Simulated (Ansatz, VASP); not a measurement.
## GaSb: VASP beside Ansatz

```xyz
2
Lattice="0.0000 3.4487 2.9360 2.9360 0.0000 2.9360 2.9360 3.4487 0.0000" Properties=species:S:1:pos:R:3 pbc="T T T"
Ga    0.0000    0.0000    0.0000
Sb    4.4041    5.1730    4.4041
```

Change from the starting cell: strain +e along x and -e along y +0.0000, strain +e along z and -e/2 along x and y +0.1100.

Alike in both runs: task single point; functional PBE; k mesh 12 × 12 × 12; occupations gaussian, width 0.15 eV; no spin polarisation.

|  | VASP | Ansatz |
| --- | --- | --- |
| version | VASP 6.6.1 | Ansatz 0.2.0 |
| potentials or method | VASP PAW PBE potentials, release 64 (Ga_d, Sb), cutoff 500 eV | scalar-relativistic, plane waves, PAW |
| valence electrons in the cell | 18 | 28 |

```tsv
	VASP	Ansatz	Ansatz less VASP
gap on the k mesh at the Fermi level (eV)	none	none	-
pressure (GPa)	0.4	0.4	-0.06
traceless stress, the component that is largest in VASP (GPa)	-5.35	-5.37	-0.013
```

A gap of «none» marks a metal or a gap that the smearing closes. VASP's potentials hold 18 valence electrons a cell and Ansatz's 28, so a difference there can come from the potentials and not from the codes.

Neither program's run includes spin-orbit coupling.
